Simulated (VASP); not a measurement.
Write the native input for VASP 6.6.1 that does the following.

```
Task                   : single point
Functional             : PBEsol
Potentials or basis    : VASP PAW PBE potentials, release 64 (C)
Cutoff                 : 520 eV
k mesh                 : 32 × 32 × 32
Occupations            : gaussian, width 0.1 eV
Spin                   : no spin polarisation
Dipole correction      : no
Further INCAR settings : ALGO = Normal; EDIFF = 1e-06; NBANDS = 8
```

The structure of C lies in POSCAR:

```
C
1.0
    1.7604797227      0.0000000000      0.0000000000
    0.0000000000      1.7604797227      0.0000000000
    0.0000000000      0.0000000000      1.7604797227
C
1
Direct
    0.0000000000      0.0000000000      0.0000000000
```

The input as run:

INCAR

```
SYSTEM = C
ALGO     = Normal         ! electronic algorithm
EDIFF    = 1E-6           ! SCF threshold, eV
ENCUT    = 520            ! plane-wave cutoff, eV
GGA      = PS             ! functional
ISIF     = 2              ! what is computed and relaxed
ISMEAR   = 0              ! smearing method
LASPH    = .TRUE.         ! aspherical terms in the spheres
LCHARG   = .FALSE.        ! write CHGCAR
LREAL    = .FALSE.        ! projectors in reciprocal space
LWAVE    = .FALSE.        ! write WAVECAR
NBANDS   = 8              ! bands
NELM     = 100            ! most SCF steps
PREC     = Accurate       ! precision mode
SIGMA    = 0.1            ! smearing width, eV
```

KPOINTS

```
k-points
0
G
  32 32 32
  0 0 0
```

Potentials or basis: VASP PAW PBE potentials, release 64 (C).

Run with:

```bash
$ cat potpaw_PBE.64/C/POTCAR > POTCAR
$ mpirun -np 1 vasp_std > vasp.out
```

It gave:

The pressure is 0.5 GPa and the band gap on the k mesh is zero (band 2 reaches 20.71 eV, above the bottom of band 3 at 8.62 eV).

Caveat: the PAW data sets were made with another functional, which shifts forces and pressure a little.

Wall time 14 s on 1 thread of Intel Xeon 6975P-C, with other jobs on the host, peak memory 0.13 GiB.
